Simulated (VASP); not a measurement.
Wanted: the native input for a VASP 6.6.1 run.

| Quantity | Value |
| --- | --- |
| Task | single point |
| Functional | PBE |
| Potentials or basis | VASP PAW PBE potentials, release 64 (Rh_pv) |
| Cutoff | 520 eV |
| k mesh | 22 × 22 × 22 |
| Occupations | gaussian, width 0.15 eV |
| Spin | no spin polarisation |
| Dipole correction | no |
| Further INCAR settings | ALGO = Fast; EDIFF = 1e-06; NBANDS = 14 |

The structure of Rh lies in POSCAR:

```
Rh
1.0
    0.0000000000      1.8759669087      1.8759669087
    1.8759669087      0.0000000000      1.8759669087
    1.8759669087      1.8759669087      0.0000000000
Rh
1
Direct
    0.0000000000      0.0000000000      0.0000000000
```

One way to write it, as run:

INCAR

```
SYSTEM = Rh
ALGO = Fast ; EDIFF = 1E-6
ENCUT = 520 ; GGA = PE
ISIF = 2 ; ISMEAR = 0
LASPH = .TRUE. ; LCHARG = .TRUE.
LELF = .TRUE. ; LREAL = .FALSE.
LVHAR = .TRUE. ; LWAVE = .FALSE.
NBANDS = 14 ; NELM = 100
PREC = Accurate ; SIGMA = 0.15
```

KPOINTS

```
k-points
0
G
  22 22 22
  0 0 0
```

Potentials or basis: VASP PAW PBE potentials, release 64 (Rh_pv).

Launch:

```console
$ cat potpaw_PBE.64/Rh_pv/POTCAR > POTCAR
$ mpirun -np 1 vasp_std > vasp.out
```

It gave:

```
Pressure               : 18.7 GPa
Band gap on the k mesh : zero (an odd number of electrons rules out a gap without spin polarisation)
```

Caveat: the cell stands under pressure.

Run time: 27 s on 1 thread of AMD EPYC 9R45 96-Core Processor (Zen 5), on a shared host, peak memory 0.14 GiB.
